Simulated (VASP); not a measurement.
# InAs (Fm-3m) in VASP: single point with PBEsol

Aim: the single point of InAs with PBEsol.

Everything below comes from runs of VASP 6.6.1. Logs are shortened: lines on timing, memory, paths and dates and some standing lists are left out, and cuts for length are marked.

## (1) The cell of the first run

Symmetry: Fm-3m, No. 225, cubic system. Conventional cell: a = 5.653 Å, b = 5.653 Å, c = 5.653 Å, α = 90.00°, β = 90.00°, γ = 90.00°. In (site symmetry m-3m) has 6 As at 2.83 Å within 3.7 Å. Within 3.7 Å of As (site symmetry m-3m) lie 6 In at 2.83 Å.

## (2) Single point, PBEsol

File INCAR:

```
PREC = Accurate
ENCUT = 500
EDIFF = 1E-6
ISMEAR = 0
SIGMA = 0.1
LREAL = F
LASPH = T
NELM = 120
ALGO = Normal
ISIF = 2
LWAVE = F
LCHARG = F
GGA = PS
NBANDS = 16
GGA_COMPAT = F
```

File KPOINTS:

```
regular mesh
0
Gamma
  12 12 12
```

File POSCAR:

```
InAs
1.0
    0.0000000000      2.8265778462      2.8265778462
    2.8265778462      0.0000000000      2.8265778462
    2.8265778462      2.8265778462      0.0000000000
In As
1 1
Direct
    0.5000000000      0.5000000000      0.5000000000
    0.0000000000      0.0000000000      0.0000000000
```

Potentials or basis: VASP PAW PBE potentials, release 64 (In_d, As).

Run with:

```bash
$ cat potpaw_PBE.64/In_d/POTCAR potpaw_PBE.64/As/POTCAR > POTCAR
$ mpirun -np 1 vasp_std > vasp.out
```

OUTCAR:

```text
PREC = Accurate
   ENCUT = 500
   EDIFF = 1E-6
   ISMEAR = 0
   LREAL = F
   LASPH = T
   NELM = 120
   ISIF = 2
   GGA = PS

 ion  position               nearest neighbor table
   1  0.500  0.500  0.500-   2 2.83   2 2.83   2 2.83   2 2.83   2 2.83   2 2.83
   2  0.000  0.000  0.000-   1 2.83   1 2.83   1 2.83   1 2.83   1 2.83   1 2.83

  LATTYP: Found a face centered cubic cell.
 ALAT       =     5.6531556924

  Lattice vectors:

 A1 = (   0.0000000000,   2.8265778462,   2.8265778462)
 A2 = (   2.8265778462,   0.0000000000,   2.8265778462)
 A3 = (   2.8265778462,   2.8265778462,   0.0000000000)

Analysis of symmetry for initial positions (statically):
=====================================================================
 Subroutine PRICEL returns:
 Original cell was already a primitive cell.

 Routine SETGRP: Setting up the symmetry group for a
 face centered cubic supercell.

 Subroutine GETGRP returns: Found 48 space group operations
 (whereof 48 operations were pure point group operations)
 out of a pool of 48 trial point group operations.

The static configuration has the point symmetry O_h .

Analysis of symmetry for dynamics (positions and initial velocities):
=====================================================================
 Subroutine PRICEL returns:
 Original cell was already a primitive cell.

 Routine SETGRP: Setting up the symmetry group for a
 face centered cubic supercell.

 Subroutine GETGRP returns: Found 48 space group operations
 (whereof 48 operations were pure point group operations)
 out of a pool of 48 trial point group operations.

The dynamic configuration has the point symmetry O_h .

 Subroutine INISYM returns: Found 48 space group operations
 (whereof 48 operations are pure point group operations),
 and found     1 'primitive' translations

----------------------------------------------------------------------------------------

                                     Primitive cell

  volume of cell :      45.1661

  direct lattice vectors                    reciprocal lattice vectors
     0.000000000  2.826577846  2.826577846    -0.176892351  0.176892351  0.176892351
     2.826577846  0.000000000  2.826577846     0.176892351 -0.176892351  0.176892351
     2.826577846  2.826577846  0.000000000     0.176892351  0.176892351 -0.176892351

  length of vectors
     3.997384725  3.997384725  3.997384725     0.306386539  0.306386539  0.306386539

  position of ions in fractional coordinates (direct lattice)
     0.500000000  0.500000000  0.500000000
     0.000000000  0.000000000  0.000000000

  ion indices of the primitive-cell ions
   primitive index   ion index
                 1           1
                 2           2

----------------------------------------------------------------------------------------

 KPOINTS: regular mesh

Automatic generation of k-mesh.
 Grid dimensions read from file:
 generate k-points for:   12   12   12

 Generating k-lattice:

  Cartesian coordinates                     Fractional coordinates (reciprocal lattice)
    -0.014741029  0.014741029  0.014741029     0.083333333  0.000000000  0.000000000
     0.014741029 -0.014741029  0.014741029     0.000000000  0.083333333  0.000000000
     0.014741029  0.014741029 -0.014741029     0.000000000  0.000000000  0.083333333

  Length of vectors
     0.025532212  0.025532212  0.025532212

  Shift w.r.t. Gamma in fractional coordinates (k-lattice)
     0.000000000  0.000000000  0.000000000

 Subroutine IBZKPT returns following result:
 ===========================================

 Found     72 irreducible k-points:

 Following reciprocal coordinates:
            Coordinates               Weight
  0.000000  0.000000  0.000000      1.000000
  0.083333  0.000000  0.000000      8.000000
  0.166667  0.000000  0.000000      8.000000
  0.250000  0.000000  0.000000      8.000000
  0.333333  0.000000  0.000000      8.000000
  0.416667  0.000000  0.000000      8.000000
[... 16 lines left out ...]
  0.500000  0.166667  0.000000     24.000000
 -0.416667  0.166667  0.000000     24.000000
 [... further k-points ...]
   k-points           NKPTS =     72   k-points in BZ     NKDIM =     72   number of bands    NBANDS=     16
   number of dos      NEDOS =    301   number of ions     NIONS =      2
   total plane-waves  NPLWV =  27000
   dimension x,y,z NGX =    30 NGY =   30 NGZ =   30
   dimension x,y,z NGXF=    60 NGYF=   60 NGZF=   60
   ions per type =               1   1
   NGX,Y,Z   is equivalent  to a cutoff of  12.48, 12.48, 12.48 a.u.
   NGXF,Y,Z  is equivalent  to a cutoff of  24.95, 24.95, 24.95 a.u.
 SYSTEM =  unknown system
   PREC   = accura    normal or accurate (medium, high low for compatibility)
   ISTART =      0    job   : 0-new  1-cont  2-samecut
   ICHARG =      2    charge: 1-file 2-atom 10-const
   ISPIN  =      1    spin polarized calculation?
   LNONCOLLINEAR =      F non collinear calculations
   LSORBIT =      F    spin-orbit coupling
   LASPH  =      T    aspherical Exc in radial PAW
   ENCUT  =  500.0 eV  36.75 Ry    6.06 a.u.   7.29  7.29  7.29*2*pi/ulx,y,z
   NELM   =    120;   NELMIN=  2; NELMDL= -5     # of ELM steps
   EDIFF  = 0.1E-05   stopping-criterion for ELM
   LREAL  =      F    real-space projection
   EDIFFG = 0.1E-04   stopping-criterion for IOM
   NSW    =      0    number of steps for IOM
   IBRION =     -1    ionic relax: 0-MD 1-quasi-New 2-CG
   NFREE  =      0    steps in history (QN), initial steepest desc. (CG)
   ISIF   =      2    stress and relaxation
   ISYM   =      2    0-nonsym 1-usesym 2-fastsym
   POTIM  = 0.5000    time-step for ionic-motion
   TEBEG  =    0.0;   TEEND  =   0.0 temperature during run
   PSTRESS=    0.0 pullay stress
   NELECT =      18.0000    total number of electrons
   NUPDOWN=      -1.0000    fix difference up-down
   EMIN   =  10.00;   EMAX   =-10.00  energy-range for DOS
   EFERMI =   0.00;   METHOD = LEGACY
   ISMEAR =     0;   SIGMA  =   0.10  broadening in eV -4-tet -1-fermi 0-gaus
   EFERMI_NEDOS =   21; number of points for ismear=-14 and -15
   IALGO  =     38    algorithm
   IMIX   =      4    mixing-type and parameters
     AMIX     =   0.40;   BMIX     =  1.00
     AMIX_MAG =   1.60;   BMIX_MAG =  1.00
  volume/ion in A,a.u.               =      22.58       152.40
  Fermi-wavevector in a.u.,A,eV,Ry     =   1.204744  2.276636 19.747601  1.451408
  Thomas-Fermi vector in A             =   2.340460
   LORBIT       =      0    0 simple, 1 ext, 2 COOP (PROOUT), +10 PAW based schemes
   GGA     = PS    functional components
   LHFCALC =     F    Hartree Fock is set to
   AEXX    =    0.0000 exact exchange contribution
   IVDW    =     0    specifies the selected vdW correction
   LEPSILON=     F    determine dielectric tensor
   LRPA    =     F    only Hartree local field effects (RPA)
 non-spin polarized calculation
 Gauss-broadening in eV      SIGMA  =   0.10
  energy-cutoff  :      500.00
  volume of cell :       45.17
 maximum number of plane-waves:      1167
 NGX is ok and might be reduce to    30
   NGX = 15   NGY = 15   NGZ = 15

 number of electron      17.9999992 magnetization

 Free energy of the ion-electron system (eV)
  ---------------------------------------------------
  ext. energy  EPLUGINS =         0.00000000
  ---------------------------------------------------
  free energy    TOTEN  =        -8.21168889 eV

  energy without entropy =       -8.20442351  energy(sigma->0) =       -8.20805620

 E-fermi :   6.3240     XC(G=0): -10.4943

 val. band max:        6.3005548232   @ k =   0.2500   0.0000   0.0000
 cond. band min:       6.3495601919   @ k =   0.4167   0.2500   0.0000
 fundamental gap:      0.0490053688
 Fermi energy:         6.3239732147

 k-point     1 :       0.0000    0.0000    0.0000
  band No.  band energies     occupation
      1      -7.9250      2.00000
      2      -7.9250      2.00000
      3      -7.9006      2.00000
      4      -7.9006      2.00000
      5      -7.9006      2.00000
      6      -6.1016      2.00000
[... 8 lines left out ...]
     15      14.0984      0.00000
     16      14.0984      0.00000

 k-point     2 :       0.0833    0.0000    0.0000
  band No.  band energies     occupation
      1      -7.9283      2.00000
      2      -7.9283      2.00000
      3      -7.9009      2.00000
      4      -7.8971      2.00000
      5      -7.8971      2.00000
      6      -6.0206      2.00000
[... 8 lines left out ...]
     15      13.9799      0.00000
     16      14.1023      0.00000

 k-point     3 :       0.1667    0.0000    0.0000
  band No.  band energies     occupation
      1      -7.9390      2.00000
      2      -7.9390      2.00000
      3      -7.9021      2.00000
      4      -7.8855      2.00000
      5      -7.8855      2.00000
      6      -5.7818      2.00000
[... 8 lines left out ...]
     15      14.4187      0.00000
     16      14.4187      0.00000

 k-point     4 :       0.2500    0.0000    0.0000
  band No.  band energies     occupation
      1      -7.9547      2.00000
      2      -7.9547      2.00000
      3      -7.9045      2.00000
      4      -7.8685      2.00000
      5      -7.8685      2.00000
      6      -5.4021      2.00000
[... 8 lines left out ...]
     15      15.2042      0.00000
     16      15.2042      0.00000
[... 324 lines left out ...]
 k-point    22 :       0.4167    0.1667    0.0000
  band No.  band energies     occupation
      1      -8.0528      2.00000
      2      -7.9453      2.00000
      3      -7.9083      2.00000
      4      -7.8554      2.00000
      5      -7.8329      2.00000
      6      -4.4364      2.00000
[... 8 lines left out ...]
     15      17.9801      0.00000
     16      18.4849      0.00000

 k-point    23 :       0.5000    0.1667    0.0000
  band No.  band energies     occupation
      1      -8.0538      2.00000
      2      -7.9600      2.00000
      3      -7.9020      2.00000
      4      -7.8525      2.00000
      5      -7.8284      2.00000
      6      -4.0424      2.00000
[... 8 lines left out ...]
     15      18.4169      0.00000
     16      18.5872      0.00000

 k-point    24 :      -0.4167    0.1667    0.0000
  band No.  band energies     occupation
      1      -8.0415      2.00000
      2      -7.9702      2.00000
      3      -7.8973      2.00000
      4      -7.8520      2.00000
      5      -7.8332      2.00000
      6      -3.9829      2.00000
[... 8 lines left out ...]
     15      17.2341      0.00000
     16      17.3806      0.00000

 [... further k-points ...]
[... 5 lines left out ...]
  --------------------------------------------------------------------------------------
  -------------------------------------------------------------------------------------
  Total        0.0283484      0.0283484      0.0283484     -0.0000000      0.0000000     -0.0000000
  in kB        1.0056011      1.0056011      1.0056011     -0.0000000      0.0000000     -0.0000000
  external PRESSURE =       1.0056011 kB  Pullay stress =       0.0000000 kB

 VOLUME and BASIS-vectors are now :
 -----------------------------------------------------------------------------
  energy-cutoff  :      500.00
  volume of cell :       45.17
      direct lattice vectors                 reciprocal lattice vectors
     0.000000000  2.826577846  2.826577846    -0.176892351  0.176892351  0.176892351
     2.826577846  0.000000000  2.826577846     0.176892351 -0.176892351  0.176892351
     2.826577846  2.826577846  0.000000000     0.176892351  0.176892351 -0.176892351

 POSITION                                       TOTAL-FORCE (eV/Angst)
 -----------------------------------------------------------------------------------
      2.82658      2.82658      2.82658        -0.000000      0.000000      0.000000
      0.00000      0.00000      0.00000         0.000000     -0.000000     -0.000000
 -----------------------------------------------------------------------------------
    total drift:                                0.000000      0.000000      0.000000

  FREE ENERGIE OF THE ION-ELECTRON SYSTEM (eV)
  ---------------------------------------------------
  free  energy   TOTEN  =        -8.2116888936 eV

  energy  without entropy=       -8.2044235144  energy(sigma->0) =       -8.20805620
```

Wall time 88 s (1 thread of Intel Xeon 8259CL, shared host); peak memory 0.2 GiB.

What came out:

* Free energy: -8.2117 eV
* Pressure: 0.1 GPa
* Band gap on the k mesh: zero (band 9 reaches 6.79 eV, above the bottom of band 10 at 3.97 eV)

Levels at points of the mesh, in eV from the Fermi level:
```
           k point  band 7  band 8  band 9  band 10  band 11  band 12
(0.00, 0.00, 0.00)   -0.28   -0.16   -0.16    -0.16     7.25     7.25
(0.50, 0.00, 0.00)   -6.77    0.27    0.27     2.16     3.30     3.30
(0.50, 0.50, 0.00)   -5.00   -2.88   -2.35    -2.35     3.78     9.64
```

Caveat: the PAW data sets were made with another functional, which shifts forces and pressure a little; spin-orbit coupling is left out, which moves the levels of the heavy elements.
